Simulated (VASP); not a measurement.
Crystal: Rh.

```xyz
2
Lattice="2.7310 0.0000 0.0000 -1.3655 2.3651 0.0000 0.0000 0.0000 4.4285" Properties=species:S:1:pos:R:3 pbc="T T T"
Rh    1.3655    0.7884    3.3214
Rh    0.0000    1.5767    1.1071
```

- Program: VASP 6.6.1
- Task: relaxation of cell and atoms
- Functional: LDA
- Potentials or basis: VASP PAW LDA potentials, release 64 (Rh_pv)
- Cutoff: 600 eV
- k mesh: 14 × 14 × 8
- Occupations: methfessel-paxton, width 0.1 eV
- Spin: no spin polarisation

At the start: pressure -19.0 GPa; volume 14.30 Å³/atom.

Problem. Where does the relaxation end?

Solution. Over 6 steps the energy falls by 63.6 meV/atom and the volume is 13.30 Å³/atom (-7.0 %); space group P6_3/mmc (No. 194, to 0.05 Å).

The path:
| step | energy change (eV) | largest force (eV/Å) | pressure (GPa) | volume (Å³) |
| --- | --- | --- | --- | --- |
| 1 | 0.0000 | 0.0000 | -18.96 | 28.60 |
| 2 | 0.9345 | 0.0000 | 91.55 | 22.15 |
| 3 | -0.1265 | 0.0000 | -1.55 | 26.74 |
| 4 | -0.1271 | 0.0000 | -0.40 | 26.64 |
| 5 | -0.1271 | 0.0000 | 0.06 | 26.60 |
| 6 | -0.1271 | 0.0000 | 0.05 | 26.60 |

Final structure:
```yaml
crystal:
  lattice:
    - [2.66817, 0.00000, 0.00000]
    - [-1.33409, 2.31070, 0.00000]
    - [0.00000, 0.00000, 4.31520]
  atoms:
    - { symbol: Rh, position: [0.66667, 0.33333, 0.75000] }
    - { symbol: Rh, position: [0.33333, 0.66667, 0.25000] }
```
